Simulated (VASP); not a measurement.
**Cu3N: electric field gradients with PBEsol**

Crystal: Cu3N.

```
Cu N
1.0
     3.81400    0.00000    0.00000
     0.00000    3.81400    0.00000
     0.00000    0.00000    3.81400
Cu N
3 1
Direct
  0.50000 0.00000 0.00000
  0.00000 0.50000 0.00000
  0.00000 0.00000 0.50000
  0.00000 0.00000 0.00000
```

```json
{"Program": "VASP 6.6.1", "Task": "electric field gradients", "Functional": "PBEsol", "Potentials or basis": "VASP PAW PBE potentials, release 64 (Cu, N)", "Cutoff": "520 eV", "k mesh": "10 × 10 × 10", "Occupations": "fermi-dirac, width 0.08 eV", "Spin": "no spin polarisation", "Dipole correction": "no", "Further INCAR settings": "ALGO = Normal; EDIFF = 1e-08; NBANDS = 27"}
```

The pressure is -4.2 GPa, the band gap on the k mesh is 0.17 eV (least direct gap 0.70 eV) and the largest electric field gradient by atom is Cu -59.2; N +0.0 V/Å².

Levels at points of the mesh, in eV from the valence-band top:
```tsv
k point	band 17	band 18	band 19	band 20	band 21	band 22
(0.00, 0.00, 0.00)	-1.82	-1.82	-1.77	0.98	5.25	5.25
(0.50, 0.00, 0.00)	-1.82	-1.41	-1.41	1.55	3.31	6.73
(0.50, 0.50, 0.00)	-1.07	-1.07	-0.68	0.17	3.54	4.81
(0.50, 0.50, 0.50)	0.00	0.00	0.00	0.78	0.78	0.78
```

Electric field gradients, principal values (V/Å²):
| atom | least | middle | greatest (by size) |
| --- | --- | --- | --- |
| 1 Cu | 29.594 | 29.594 | -59.189 |
| 2 Cu | 29.594 | 29.594 | -59.189 |
| 3 Cu | 29.594 | 29.594 | -59.189 |
| 4 N | 0.000 | 0.000 | 0.000 |

It took 2.2 min on 1 thread of AMD EPYC 7R13, on a shared host, peak memory 0.17 GiB.

Caveat: the cell stands under tension; without QUAD_EFG the Cq values of the log hold for a quadrupole moment of 1 mb, not for the nuclei; the PAW data sets were made with another functional, which shifts forces and pressure a little. A k mesh can miss the band edges.
